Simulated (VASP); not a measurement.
# Ge2SbO3 (P6/mmm) in VASP: a series of runs, part 3 of 3

VASP 6.6.1. The steps go on from the part before.

**5. Single point, PBE**

This run uses another cell than the first one, of 17.68 Å³/atom.

File INCAR:

```
SYSTEM = Ge2SbO3
PREC = Accurate ; ENCUT = 520
EDIFF = 1E-6 ; ISMEAR = 0
SIGMA = 0.1 ; LREAL = .False.
LASPH = .True. ; NELM = 100
ALGO = Fast ; ISIF = 2
LWAVE = .False. ; LCHARG = .False.
GGA = PE ; NBANDS = 34
```

File KPOINTS:

```
regular mesh
0
Gamma
  6 6 12
  0 0 0
```

File POSCAR:

```
Ge2SbO3
1.0
    6.4292592931      0.0000000000      0.0000000000
   -3.2146296465      5.5679018753      0.0000000000
    0.0000000000      0.0000000000      2.9637388519
Ge Sb O
2 1 3
Direct
    0.3333333333      0.6666666667      0.5000000000
    0.6666666667      0.3333333333      0.5000000000
    0.0000000000      0.0000000000      0.5000000000
    0.5000000000      0.0000000000      0.5000000000
    0.0000000000      0.5000000000      0.5000000000
    0.5000000000      0.5000000000      0.5000000000
```

Potentials or basis: VASP PAW PBE potentials, release 64 (Ge_d, Sb, O).

Started as:

```bash
$ cat potpaw_PBE.64/Ge_d/POTCAR potpaw_PBE.64/Sb/POTCAR potpaw_PBE.64/O/POTCAR > POTCAR
$ mpirun -np 1 vasp_std > vasp.out
```

OUTCAR:

```text
SYSTEM = Ge2SbO3
   PREC = Accurate
   ENCUT = 520
   EDIFF = 1E-6
   ISMEAR = 0
   LREAL = .False.
   LASPH = .True.
   NELM = 100
   ISIF = 2
   GGA = PE

 ion  position               nearest neighbor table
   1  0.333  0.667  0.500-   4 1.86   5 1.86   6 1.86
   2  0.667  0.333  0.500-   4 1.86   5 1.86   6 1.86
   3  0.000  0.000  0.500-
   4  0.500  0.000  0.500-   1 1.86   2 1.86
   5  0.000  0.500  0.500-   1 1.86   2 1.86
   6  0.500  0.500  0.500-   1 1.86   2 1.86

  LATTYP: Found a hexagonal cell.
 ALAT       =     6.4292592931
 C/A-ratio  =     0.4609767186

  Lattice vectors:

 A1 = (   6.4292592931,   0.0000000000,   0.0000000000)
 A2 = (  -3.2146296465,   5.5679018753,   0.0000000000)
 A3 = (   0.0000000000,   0.0000000000,   2.9637388519)

Analysis of symmetry for initial positions (statically):
=====================================================================
 Subroutine PRICEL returns:
 Original cell was already a primitive cell.

 Routine SETGRP: Setting up the symmetry group for a
 hexagonal supercell.

 Subroutine GETGRP returns: Found 24 space group operations
 (whereof 24 operations were pure point group operations)
 out of a pool of 24 trial point group operations.

The static configuration has the point symmetry D_6h.

Analysis of symmetry for dynamics (positions and initial velocities):
=====================================================================
 Subroutine PRICEL returns:
 Original cell was already a primitive cell.

 Routine SETGRP: Setting up the symmetry group for a
 hexagonal supercell.

 Subroutine GETGRP returns: Found 24 space group operations
 (whereof 24 operations were pure point group operations)
 out of a pool of 24 trial point group operations.

The dynamic configuration has the point symmetry D_6h.
[... 126 lines left out ...]
     AMIX     =   0.40;   BMIX     =  1.00
     AMIX_MAG =   1.60;   BMIX_MAG =  1.00
  volume/ion in A,a.u.               =      17.68       119.33
  Fermi-wavevector in a.u.,A,eV,Ry     =   1.282431  2.423444 22.376546  1.644630
  Thomas-Fermi vector in A             =   2.414743
   LORBIT       =      0    0 simple, 1 ext, 2 COOP (PROOUT), +10 PAW based schemes
   GGA     = PE    functional components
   LHFCALC =     F    Hartree Fock is set to
   AEXX    =    0.0000 exact exchange contribution
   IVDW    =     0    specifies the selected vdW correction
   LEPSILON=     F    determine dielectric tensor
   LRPA    =     F    only Hartree local field effects (RPA)
 non-spin polarized calculation
 RMM-DIIS sequential band-by-band and
 Gauss-broadening in eV      SIGMA  =   0.10
  energy-cutoff  :      520.00
  volume of cell :      106.09
 maximum number of plane-waves:      2888
 NGX is ok and might be reduce to    48
   NGX = 23   NGY = 23   NGZ = 11

 number of electron      51.0000022 magnetization

 Free energy of the ion-electron system (eV)
  ---------------------------------------------------
  ext. energy  EPLUGINS =         0.00000000
  ---------------------------------------------------
  free energy    TOTEN  =       -30.70968898 eV

  energy without entropy =      -30.69329862  energy(sigma->0) =      -30.70149380

 E-fermi :   4.2138     XC(G=0):  -9.7655

 val. band max:        4.1893368238   @ k =   0.3333   0.3333   0.3333
 cond. band min:       4.2194976846   @ k =   0.5000   0.0000   0.1667
 fundamental gap:      0.0301608608
 Fermi energy:         4.2137752699

 k-point     1 :       0.0000    0.0000    0.0000
  band No.  band energies     occupation
      1     -20.7897      2.00000
      2     -20.7638      2.00000
      3     -20.7638      2.00000
      4     -20.7224      2.00000
      5     -20.6684      2.00000
      6     -20.6684      2.00000
[... 877 lines left out ...]
     33      11.3217      0.00000
     34      11.5201      0.00000

 [... further k-points ...]

------------------------ aborting loop because EDIFF is reached ----------------------------------------

  FORCE on cell =-STRESS in cart. coord.  units (eV):
  Direction    XX          YY          ZZ          XY          YZ          ZX
  --------------------------------------------------------------------------------------
  -------------------------------------------------------------------------------------
  Total       -0.0060734     -0.0060734     -0.0739386     -0.0000000      0.0000000      0.0000000
  in kB       -0.0917163     -0.0917163     -1.1165789     -0.0000000      0.0000000      0.0000000
  external PRESSURE =      -0.4333372 kB  Pullay stress =       0.0000000 kB

 VOLUME and BASIS-vectors are now :
 -----------------------------------------------------------------------------
  energy-cutoff  :      520.00
  volume of cell :      106.09
      direct lattice vectors                 reciprocal lattice vectors
     6.429259293  0.000000000  0.000000000     0.155538913  0.089800433  0.000000000
    -3.214629647  5.567901875  0.000000000     0.000000000  0.179600866  0.000000000
     0.000000000  0.000000000  2.963738852     0.000000000  0.000000000  0.337411645

 POSITION                                       TOTAL-FORCE (eV/Angst)
 -----------------------------------------------------------------------------------
     -0.00000      3.71193      1.48187         0.000000     -0.000000      0.000000
      3.21463      1.85597      1.48187        -0.000000      0.000000     -0.000000
      0.00000      0.00000      1.48187        -0.000000      0.000000      0.000000
      3.21463      0.00000      1.48187        -0.000000      0.000000      0.000000
     -1.60731      2.78395      1.48187        -0.000000      0.000000      0.000000
      1.60731      2.78395      1.48187        -0.000000      0.000000      0.000000
 -----------------------------------------------------------------------------------
    total drift:                               -0.000000      0.000000     -0.000000

  FREE ENERGIE OF THE ION-ELECTRON SYSTEM (eV)
  ---------------------------------------------------
  free  energy   TOTEN  =       -30.7096889773 eV

  energy  without entropy=      -30.6932986198  energy(sigma->0) =      -30.70149380
```

OSZICAR:

```text
N       E                     dE             d eps       ncg     rms          rms(c)
DAV:   1     0.565665054758E+03    0.56567E+03   -0.24018E+04  4096   0.304E+03
DAV:   2     0.670858897345E+02   -0.49858E+03   -0.47339E+03  3612   0.799E+02
DAV:   3    -0.299727825960E+02   -0.97059E+02   -0.94486E+02  4010   0.204E+02
DAV:   4    -0.365984469717E+02   -0.66257E+01   -0.65638E+01  3838   0.650E+01
DAV:   5    -0.367834637992E+02   -0.18502E+00   -0.18468E+00  4040   0.107E+01    0.147E+01
RMM:   6    -0.317761690031E+02    0.50073E+01   -0.21045E+01  4374   0.193E+01    0.769E+00
RMM:   7    -0.307742670535E+02    0.10019E+01   -0.19058E+00  4450   0.709E+00    0.303E+00
RMM:   8    -0.307267956684E+02    0.47471E-01   -0.28485E-01  4591   0.302E+00    0.167E+00
RMM:   9    -0.307077795938E+02    0.19016E-01   -0.11431E-01  4415   0.214E+00    0.163E-01
RMM:  10    -0.307091540379E+02   -0.13744E-02   -0.15361E-02  5150   0.715E-01    0.116E-01
RMM:  11    -0.307096032715E+02   -0.44923E-03   -0.32971E-03  4605   0.367E-01    0.521E-02
RMM:  12    -0.307096889043E+02   -0.85633E-04   -0.59734E-04  5277   0.144E-01    0.241E-02
RMM:  13    -0.307096850017E+02    0.39026E-05   -0.12377E-04  4625   0.763E-02    0.104E-02
RMM:  14    -0.307096890913E+02   -0.40896E-05   -0.28768E-05  4524   0.321E-02    0.563E-03
RMM:  15    -0.307096889773E+02    0.11398E-06   -0.74539E-06  3878   0.172E-02
   1 F= -.30709689E+02 E0= -.30701494E+02  d E =-.163904E-01
```

stdout:

```text
POSCAR found type information on POSCAR GeSbO
 POSCAR found :  3 types and       6 ions
 scaLAPACK will be used
 LDA part: xc-table for (Slater+PW92), standard interpolation
 POSCAR, INCAR and KPOINTS ok, starting setup
 FFT: planning ... GRIDC
 FFT: planning ... GRID_SOFT
 FFT: planning ... GRID
 WAVECAR not read
 entering main loop
WARNING in EDDRMM: call to ZHEGV failed, returncode =   8  4     30
WARNING in EDDRMM: call to ZHEGV failed, returncode =   6  3     17
```

Run time: 4.3 min. Hardware: 1 thread of Oxide Virtual Turin-like, shared host; peak memory 0.3 GiB.

Results:

| Quantity | Value |
| --- | --- |
| Free energy | -30.7097 eV |
| Pressure | 0.0 GPa |
| Band gap on the k mesh | zero (an odd number of electrons rules out a gap without spin polarisation) |

Caveat: spin-orbit coupling is left out, which moves the levels of the heavy elements; an odd number of electrons without spin polarisation forces a metal; a magnetic or distorted state may lie lower.

**6. Overview**

```csv
cell,k mesh,gap on the mesh (eV),pressure (GPa)
"a = 6.440, b = 6.440, c = 3.037 Å, angles 90.0, 90.0, 120.0°, 6 atoms",3 × 3 × 6,none,0.1
"a = 6.455, b = 6.455, c = 2.883 Å, angles 90.0, 90.0, 120.0°, 6 atoms",6 × 6 × 4,none,-0.2
"a = 4.713, b = 4.713, c = 5.901 Å, angles 90.0, 90.0, 120.0°, 6 atoms",6 × 6 × 4,none,148.7
"a = 6.429, b = 6.429, c = 2.964 Å, angles 90.0, 90.0, 120.0°, 6 atoms",6 × 6 × 12,none,0.0
```

Alike in all rows: task single point; level PBE; potentials or basis VASP PAW PBE potentials, release 64 (Ge_d, Sb, O); no spin polarisation; cutoff (eV) 520; smearing gaussian 0.1 eV.

Caveats: some runs use coarse meshes; spin-orbit coupling is left out, which moves the levels of the heavy elements; an odd number of electrons without spin polarisation forces a metal; a magnetic or distorted state may lie lower; the stress differs along the axes, from -1 to 223 GPa (at least some runs).

Absolute energies hang on the potentials; compare differences alone.

The gap in the log of VASP goes by the Fermi energy; the results here count the filled bands.